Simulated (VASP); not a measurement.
Set up this calculation in VASP 6.6.1, as the native input.

```yaml
Task: single point
Functional: PBE
Potentials_or_basis: VASP PAW PBE potentials, release 64 (Hf_pv, N)
Cutoff: 600 eV
k_mesh: 2 × 2 × 2
Occupations: gaussian, width 0.05 eV
Spin: no spin polarisation
Dipole_correction: no
Further_INCAR_settings: LREAL = Auto; ALGO = Normal; EDIFF = 1e-06; NBANDS = 236
```

The structure of HfN lies in POSCAR:

```
HfN
1.0
    0.0000000000      6.7680000000      6.7680000000
    6.7680000000      0.0000000000      6.7680000000
    6.7680000000      6.7680000000      0.0000000000
Hf N
27 27
Direct
    0.0000000000      0.0000000000      0.0000000000
    0.0000000000      0.0000000000      0.3333330000
    0.0000000000      0.0000000000      0.6666670000
    0.0000000000      0.3333330000      0.0000000000
    0.0000000000      0.3333330000      0.3333330000
    0.0000000000      0.3333330000      0.6666670000
    0.0000000000      0.6666670000      0.0000000000
    0.0000000000      0.6666670000      0.3333330000
    0.0000000000      0.6666670000      0.6666670000
    0.3333330000      0.0000000000      0.0000000000
    0.3333330000      0.0000000000      0.3333330000
    0.3333330000      0.0000000000      0.6666670000
    0.3333330000      0.3333330000      0.0000000000
    0.3333330000      0.3333330000      0.3333330000
    0.3333330000      0.3333330000      0.6666670000
    0.3333330000      0.6666670000      0.0000000000
    0.3333330000      0.6666670000      0.3333330000
    0.3333330000      0.6666670000      0.6666670000
    0.6666670000      0.0000000000      0.0000000000
    0.6666670000      0.0000000000      0.3333330000
    0.6666670000      0.0000000000      0.6666670000
    0.6666670000      0.3333330000      0.0000000000
    0.6666670000      0.3333330000      0.3333330000
    0.6666670000      0.3333330000      0.6666670000
    0.6666670000      0.6666670000      0.0000000000
    0.6666670000      0.6666670000      0.3333330000
    0.6666670000      0.6666670000      0.6666670000
    0.1666670000      0.1666670000      0.1666670000
    0.1666670000      0.1666670000      0.5000000000
    0.1666670000      0.1666670000      0.8333330000
    0.1666670000      0.5000000000      0.1666670000
    0.1666670000      0.5000000000      0.5000000000
    0.1666670000      0.5000000000      0.8333330000
    0.1666670000      0.8333330000      0.1666670000
    0.1666670000      0.8333330000      0.5000000000
    0.1666670000      0.8333330000      0.8333330000
    0.5000000000      0.1666670000      0.1666670000
    0.5000000000      0.1666670000      0.5000000000
    0.5000000000      0.1666670000      0.8333330000
    0.5000000000      0.5000000000      0.1666670000
    0.5000000000      0.5000000000      0.5000000000
    0.5000000000      0.5000000000      0.8333330000
    0.5000000000      0.8333330000      0.1666670000
    0.5000000000      0.8333330000      0.5000000000
    0.5000000000      0.8333330000      0.8333330000
    0.8333330000      0.1666670000      0.1666670000
    0.8333330000      0.1666670000      0.5000000000
    0.8333330000      0.1666670000      0.8333330000
    0.8333330000      0.5000000000      0.1666670000
    0.8333330000      0.5000000000      0.5000000000
    0.8333330000      0.5000000000      0.8333330000
    0.8333330000      0.8333330000      0.1666670000
    0.8333330000      0.8333330000      0.5000000000
    0.8333330000      0.8333330000      0.8333330000
```

These files were run (other wordings do the same):

INCAR

```
SYSTEM = HfN
  PREC = Accurate
  ENCUT = 600
  EDIFF = 1E-6
  ISMEAR = 0
  SIGMA = 0.05
  LREAL = Auto
  LASPH = .True.
  NELM = 120
  ALGO = Normal
  ISIF = 2
  LWAVE = .False.
  LCHARG = .False.
  GGA = PE
  NBANDS = 236
  GGA_COMPAT = .False.
```

KPOINTS

```
regular mesh
0
Gamma
  2 2 2
  0 0 0
```

Potentials or basis: VASP PAW PBE potentials, release 64 (Hf_pv, N).

Launch:

```bash
$ cat potpaw_PBE.64/Hf_pv/POTCAR potpaw_PBE.64/N/POTCAR > POTCAR
$ mpirun -np 1 vasp_std > vasp.out
```

Results of the run:

```json
{"Pressure": "3.9 GPa", "Band gap on the k mesh": "zero (an odd number of electrons rules out a gap without spin polarisation)"}
```

Caveat: the k points lie up to 0.40 Å⁻¹ apart, too coarse for converged energies and pressures of a metal; spin-orbit coupling is left out, which moves the levels of the heavy elements.

It took 27 min on 1 thread of Intel(R) Xeon(R) Platinum 8259CL CPU @ 2.50GHz (Skylake/Cascade Lake), with other jobs on the host, peak memory 1.2 GiB.
